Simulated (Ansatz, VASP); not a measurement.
## One calculation of PbS, two programs

Contents of POSCAR:

```
PbS
1.0
    0.0000000000      3.0239167281      3.0239167281
    3.0239167281      0.0000000000      3.0239167281
    3.0239167281      3.0239167281      0.0000000000
Pb S
1 1
Direct
    0.0000000000      0.0000000000      0.0000000000
    0.5000000000      0.5000000000      0.5000000000
```

INCAR.step1

```
SYSTEM = PbS
ALGO     = Normal         ! electronic algorithm
EDIFF    = 1E-5           ! SCF threshold, eV
ENCUT    = 520            ! plane-wave cutoff, eV
GGA      = PE             ! functional
ISIF     = 2              ! what is computed and relaxed
ISMEAR   = -1             ! smearing method
LASPH    = .True.         ! aspherical terms in the spheres
LCHARG   = .False.        ! write CHGCAR
LREAL    = .False.        ! projectors in reciprocal space
LWAVE    = .True.         ! write WAVECAR
NBANDS   = 17             ! bands
NELM     = 60             ! most SCF steps
PREC     = Accurate       ! precision mode
SIGMA    = 0.05           ! smearing width, eV
```

File INCAR.step2:

```
SYSTEM = PbS
AEXX     = 0.25           ! exact-exchange fraction
ALGO     = Normal         ! electronic algorithm
EDIFF    = 1E-6           ! SCF threshold, eV
ENCUT    = 520            ! plane-wave cutoff, eV
GGA      = PS             ! functional
HFSCREEN = 0.207          ! screening, 1/A
ISIF     = 2              ! what is computed and relaxed
ISMEAR   = -1             ! smearing method
ISTART   = 1            
LASPH    = .True.         ! aspherical terms in the spheres
LCHARG   = .False.        ! write CHGCAR
LHFCALC  = .True.         ! exact exchange
LREAL    = .False.        ! projectors in reciprocal space
LWAVE    = .False.        ! write WAVECAR
NBANDS   = 17             ! bands
NELM     = 60             ! most SCF steps
PREC     = Accurate       ! precision mode
PRECFOCK = Normal       
SIGMA    = 0.05           ! smearing width, eV
```

Contents of KPOINTS:

```
k-points
0
Gamma
  4 4 4
  0 0 0
```

File input.yaml:

```yaml
crystal:
  lattice:
    - [0.0, 3.0239167281, 3.0239167281]
    - [3.0239167281, 0.0, 3.0239167281]
    - [3.0239167281, 3.0239167281, 0.0]
  atoms:
    - { symbol: Pb, position: [0.0, 0.0, 0.0] }
    - { symbol: S, position: [0.5, 0.5, 0.5] }
hamiltonian:
  xc:
    exchange: hjs_pbesol
    correlation: pbesol
    exx: { coeff: 0.25, omega: 0.207 }
  pseudopotentials: { kind: paw }
kpoints:
  mp_grid: { grid: [4, 4, 4] }
scf:
  occupations: { method: fermi_dirac, width: 0.05 }
output:
  forces: true
  stress: true
  eigenvalues: true
```

Alike in both runs: task single point; functional PBEsol-based screened hybrid with a share of 0.25 of exact exchange and HFSCREEN = 0.207; k mesh 4 × 4 × 4; occupations fermi-dirac, width 0.05 eV; no spin polarisation.

```csv
,VASP,Ansatz
version,VASP 6.6.1,Ansatz 0.2.0
potentials or method,"VASP PAW PBE potentials, release 64 (Pb_d, S)",Ansatz PAW
plane-wave cutoff (eV),520,420
valence electrons in the cell,20,20
```

Ansatz gave:

```
gap on the k mesh at the Fermi level (eV) : 0.93
least direct gap on the mesh (eV)         : 0.93
pressure (GPa)                            : -3.9
```

Which values does VASP return?

gap on the k mesh at the Fermi level (eV): 0.93; least direct gap on the mesh (eV): 0.93; pressure (GPa): -4.0.

VASP's potentials were made for PBE, not for PBEsol-based screened hybrid. The functional is the same, so the differences come from potentials, cutoffs and numerics.

The k mesh is coarse, so the values compare programs but aren't converged. Neither program's run includes spin-orbit coupling.
